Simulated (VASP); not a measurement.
Wanted: the native input for a VASP 6.6.1 run.

```
Task                   : single point
Functional             : PBE
Potentials or basis    : VASP PAW PBE potentials, release 64 (Rh_pv)
Cutoff                 : 520 eV
k mesh                 : 14 × 14 × 14
Occupations            : fermi-dirac, width 0.1 eV
Spin                   : no spin polarisation
Dipole correction      : no
Further INCAR settings : ALGO = Normal; EDIFF = 1e-06; NBANDS = 14
```

The structure of Rh lies in POSCAR:

```
Rh
1.0
    2.6349890807      0.0000000000      0.0000000000
    0.0000000000      2.6349890807      0.0000000000
    0.0000000000      0.0000000000      2.6349890807
Rh
1
Direct
    0.0000000000      0.0000000000      0.0000000000
```

This cell differs from its parent crystal: volume scaled by 1.12.

One way to write it, as run:

INCAR

```
ALGO = Normal
EDIFF = 1E-6
ENCUT = 520
GGA = PE
ISIF = 2
ISMEAR = -1
LASPH = T
LCHARG = T
LELF = T
LREAL = F
LVHAR = T
LWAVE = F
NBANDS = 14
NELM = 80
PREC = Accurate
SIGMA = 0.1
```

KPOINTS

```
k-points
0
Gamma
  14 14 14
```

Potentials or basis: VASP PAW PBE potentials, release 64 (Rh_pv).

Launch:

```console
$ cat potpaw_PBE.64/Rh_pv/POTCAR > POTCAR
$ mpirun -np 1 vasp_std > vasp.out
```

Results of the run:

```yaml
Pressure: -15.4 GPa
```

Run time: 8.4 s on 1 thread of Intel(R) Xeon(R) 6975P-C (Granite Rapids), with other jobs on the host, peak memory 0.14 GiB.
